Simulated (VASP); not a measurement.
# Be (Fd-3m) in VASP: notebook, part 2 of 2

VASP 6.6.1. Earlier steps stand in the parts before.

### 5 Single point, revPBE

This run uses another cell than the first one, of 15.04 Å³/atom, 0.926 times its volume.

File INCAR:

```
SYSTEM = Be
PREC     = Accurate       ! precision mode
ENCUT    = 520            ! plane-wave cutoff, eV
EDIFF    = 1E-6           ! SCF threshold, eV
ISMEAR   = -1             ! smearing method
SIGMA    = 0.1            ! smearing width, eV
LREAL    = .False.        ! projectors in reciprocal space
LASPH    = .True.         ! aspherical terms in the spheres
NELM     = 100            ! most SCF steps
ALGO     = Normal         ! electronic algorithm
ISIF     = 2              ! what is computed and relaxed
LWAVE    = .False.        ! write WAVECAR
LCHARG   = .True.         ! write CHGCAR
GGA      = RE             ! functional
LELF     = .True.         ! ELF
LVHAR    = .True.       
NBANDS   = 9              ! bands
```

File KPOINTS:

```
Automatic mesh
0
Gamma
  18 18 18
  0 0 0
```

File POSCAR:

```
Be
1.0
    0.0000000000      2.4684802028      2.4684802028
    2.4684802028      0.0000000000      2.4684802028
    2.4684802028      2.4684802028      0.0000000000
Be
2
Direct
    0.1250000000      0.1250000000      0.1250000000
    0.8750000000      0.8750000000      0.8750000000
```

Potentials or basis: VASP PAW PBE potentials, release 64 (Be).

Command:

```console
cat potpaw_PBE.64/Be/POTCAR > POTCAR
mpirun -np 1 vasp_std > vasp.out
```

OUTCAR:

```text
SYSTEM = Be
   PREC = Accurate
   ENCUT = 520
   EDIFF = 1E-6
   ISMEAR = -1
   LREAL = .False.
   LASPH = .True.
   NELM = 100
   ISIF = 2
   GGA = RE

 ion  position               nearest neighbor table
   1  0.125  0.125  0.125-   2 2.14   2 2.14   2 2.14   2 2.14
   2  0.875  0.875  0.875-   1 2.14   1 2.14   1 2.14   1 2.14

  LATTYP: Found a face centered cubic cell.
 ALAT       =     4.9369604056

  Lattice vectors:

 A1 = (   0.0000000000,   2.4684802028,   2.4684802028)
 A2 = (   2.4684802028,   0.0000000000,   2.4684802028)
 A3 = (   2.4684802028,   2.4684802028,   0.0000000000)

Analysis of symmetry for initial positions (statically):
=====================================================================
 Subroutine PRICEL returns:
 Original cell was already a primitive cell.

 Routine SETGRP: Setting up the symmetry group for a
 face centered cubic supercell.

 Subroutine GETGRP returns: Found 48 space group operations
 (whereof 12 operations were pure point group operations)
 out of a pool of 48 trial point group operations.

The static configuration has the point symmetry D_3d.
 The point group associated with its full space group is O_h .

Analysis of symmetry for dynamics (positions and initial velocities):
=====================================================================
 Subroutine PRICEL returns:
 Original cell was already a primitive cell.

 Routine SETGRP: Setting up the symmetry group for a
 face centered cubic supercell.

 Subroutine GETGRP returns: Found 48 space group operations
 (whereof 12 operations were pure point group operations)
 out of a pool of 48 trial point group operations.

The dynamic configuration has the point symmetry D_3d.
 The point group associated with its full space group is O_h .

 Subroutine INISYM returns: Found 48 space group operations
 (whereof 12 operations are pure point group operations),
 and found     1 'primitive' translations

[... 110 lines left out ...]
   EFERMI_NEDOS =   21; number of points for ismear=-14 and -15
   IALGO  =     38    algorithm
   IMIX   =      4    mixing-type and parameters
     AMIX     =   0.40;   BMIX     =  1.00
     AMIX_MAG =   1.60;   BMIX_MAG =  1.00
  volume/ion in A,a.u.               =      15.04       101.50
  Fermi-wavevector in a.u.,A,eV,Ry     =   0.835581  1.579019  9.499526  0.698195
  Thomas-Fermi vector in A             =   1.949163
   LORBIT       =      0    0 simple, 1 ext, 2 COOP (PROOUT), +10 PAW based schemes
   GGA     = RE    functional components
   LHFCALC =     F    Hartree Fock is set to
   AEXX    =    0.0000 exact exchange contribution
   IVDW    =     0    specifies the selected vdW correction
   LEPSILON=     F    determine dielectric tensor
   LRPA    =     F    only Hartree local field effects (RPA)
 non-spin polarized calculation
  energy-cutoff  :      520.00
  volume of cell :       30.08
 maximum number of plane-waves:       869
 NGX is ok and might be reduce to    28
   NGX = 13   NGY = 13   NGZ = 13

 number of electron       4.0000000 magnetization

 Free energy of the ion-electron system (eV)
  ---------------------------------------------------
  ext. energy  EPLUGINS =         0.00000000
  ---------------------------------------------------
  free energy    TOTEN  =        -3.94012738 eV

  energy without entropy =       -3.90898145  energy(sigma->0) =       -3.92455442

 E-fermi :   1.7395     XC(G=0):  -8.4699

 val. band max:        1.7218722004   @ k =  -0.3889   0.3333   0.1111
 cond. band min:       1.7609557497   @ k =  -0.4444   0.3333   0.1667
 fundamental gap:      0.0390835493
 Fermi energy:         1.7394575327

 k-point     1 :       0.0000    0.0000    0.0000
  band No.  band energies     occupation
      1      -5.5000      2.00000
      2       6.4551      0.00000
      3       6.4551      0.00000
      4       6.4551      0.00000
      5       8.9430      0.00000
      6       8.9430      0.00000
      7       8.9430      0.00000
      8      15.4436      0.00000
      9      15.8547      0.00000
[... 265 lines left out ...]
 k-point    24 :      -0.2222    0.0556    0.0000
  band No.  band energies     occupation
      1      -4.5978      2.00000
      2       2.6849      0.00016
      3       4.8690      0.00000
      4       5.6278      0.00000
      5       9.9663      0.00000
      6      10.5294      0.00000
      7      11.0620      0.00000
      8      14.0703      0.00000
      9      15.1168      0.00000

 [... further k-points ...]
[... 5 lines left out ...]
  --------------------------------------------------------------------------------------
  -------------------------------------------------------------------------------------
  Total       -0.0017813     -0.0017813     -0.0017813      0.0000000      0.0000000     -0.0000000
  in kB       -0.0948715     -0.0948715     -0.0948715      0.0000000      0.0000000     -0.0000000
  external PRESSURE =      -0.0948715 kB  Pullay stress =       0.0000000 kB

 VOLUME and BASIS-vectors are now :
 -----------------------------------------------------------------------------
  energy-cutoff  :      520.00
  volume of cell :       30.08
      direct lattice vectors                 reciprocal lattice vectors
     0.000000000  2.468480203  2.468480203    -0.202553782  0.202553782  0.202553782
     2.468480203  0.000000000  2.468480203     0.202553782 -0.202553782  0.202553782
     2.468480203  2.468480203  0.000000000     0.202553782  0.202553782 -0.202553782

 POSITION                                       TOTAL-FORCE (eV/Angst)
 -----------------------------------------------------------------------------------
      0.61712      0.61712      0.61712         0.000000      0.000000      0.000000
      4.31984      4.31984      4.31984        -0.000000     -0.000000     -0.000000
 -----------------------------------------------------------------------------------
    total drift:                               -0.000000     -0.000000     -0.000000

  FREE ENERGIE OF THE ION-ELECTRON SYSTEM (eV)
  ---------------------------------------------------
  free  energy   TOTEN  =        -3.9401273839 eV

  energy  without entropy=       -3.9089814529  energy(sigma->0) =       -3.92455442
```

OSZICAR:

```text
N       E                     dE             d eps       ncg     rms          rms(c)
DAV:   1    -0.681680840952E+00   -0.68168E+00   -0.13865E+03  3534   0.332E+02
DAV:   2    -0.391084949829E+01   -0.32292E+01   -0.31100E+01  5217   0.362E+01
DAV:   3    -0.396006230790E+01   -0.49213E-01   -0.48830E-01  4261   0.348E+00
DAV:   4    -0.396015437701E+01   -0.92069E-04   -0.92056E-04  4943   0.163E-01
DAV:   5    -0.396015441513E+01   -0.38125E-07   -0.38140E-07  4384   0.287E-03    0.781E-01
DAV:   6    -0.394600077801E+01    0.14154E-01   -0.41884E-03  5058   0.456E-01    0.476E-01
DAV:   7    -0.394011292104E+01    0.58879E-02   -0.68150E-03  5241   0.547E-01    0.205E-02
DAV:   8    -0.394012699309E+01   -0.14072E-04   -0.77390E-05  4089   0.522E-02    0.104E-02
DAV:   9    -0.394012738390E+01   -0.39082E-06   -0.90900E-06  4034   0.244E-02
   1 F= -.39401274E+01 E0= -.39245544E+01  d E =-.311459E-01
```

It took 63 s on 1 thread of Intel Xeon 8259CL, shared host; peak memory 0.18 GiB.

Results:

- Free energy: -3.9401 eV
- Pressure: 0.0 GPa
- Band gap on the k mesh: zero (band 2 reaches 6.46 eV, above the bottom of band 3 at 0.33 eV)

Caveat: the PAW data sets were made with another functional, which shifts forces and pressure a little.

### 6 Overview

```tsv
task	cell	k mesh	cutoff (eV)	gap on the mesh (eV)	pressure (GPa)
single point	a = 3.582 Å, angles 60.0°, 2 atoms	12 × 12 × 12	520	none	-2.8
single point	a = 3.625 Å, angles 60.0°, 2 atoms	12 × 12 × 12	520	none	-3.9
relaxation of cell and atoms	relaxed from a = 3.141 Å, angles 60.0°, 2 atoms	12 × 12 × 12	600	none	0.1
single point	a = 3.491 Å, angles 60.0°, 2 atoms	18 × 18 × 18	520	none	0.0
```

Alike in all rows: level revPBE; potentials or basis VASP PAW PBE potentials, release 64 (Be); no spin polarisation; smearing fermi-dirac 0.1 eV.

Caveats: the PAW data sets were made with another functional, which shifts forces and pressure a little; the volume moved by over 15 % at a fixed basis, so the end points are rough (some runs).

Total energies depend on the potentials used, so only differences within one code and one set of settings carry meaning.
